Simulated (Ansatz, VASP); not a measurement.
# Two plane-wave programs on Ga3Sb

```
Ga Sb
1.0
     5.76336    0.00000    0.00000
    -2.88168    4.99122    0.00000
     0.00000    0.00000    3.11229
Ga Sb
3 1
Direct
  0.50000 0.00000 0.00000
  0.00000 0.50000 0.00000
  0.50000 0.50000 0.00000
  0.00000 0.00000 0.50000
```

Alike in both runs: functional PBE; k mesh 12 × 12 × 14; occupations gaussian, width 0.1 eV; no spin polarisation.

Ansatz relaxed the structure, and its values are those at the end. VASP's run is a single point on that final structure, the one shown.

```csv
,VASP,Ansatz
version,VASP 6.6.1,Ansatz 0.2.0
potentials or method,"VASP PAW PBE potentials, release 64 (Ga_d, Sb), cutoff 520 eV","scalar-relativistic, plane waves, PAW"
valence electrons in the cell,44,54
```

|  | VASP | Ansatz | Ansatz less VASP |
| --- | --- | --- | --- |
| gap on the k mesh at the Fermi level (eV) | none | none | - |
| pressure (GPa) | 0.0 | 0.0 | -0.04 |

A gap of «none» marks a metal or a gap that the smearing closes. With one functional, cell and mesh, what is left measures potentials, basis and numerics. VASP's potentials hold 44 valence electrons a cell and Ansatz's 54, so a difference there can come from the potentials and not from the codes.

Neither program's run includes spin-orbit coupling.
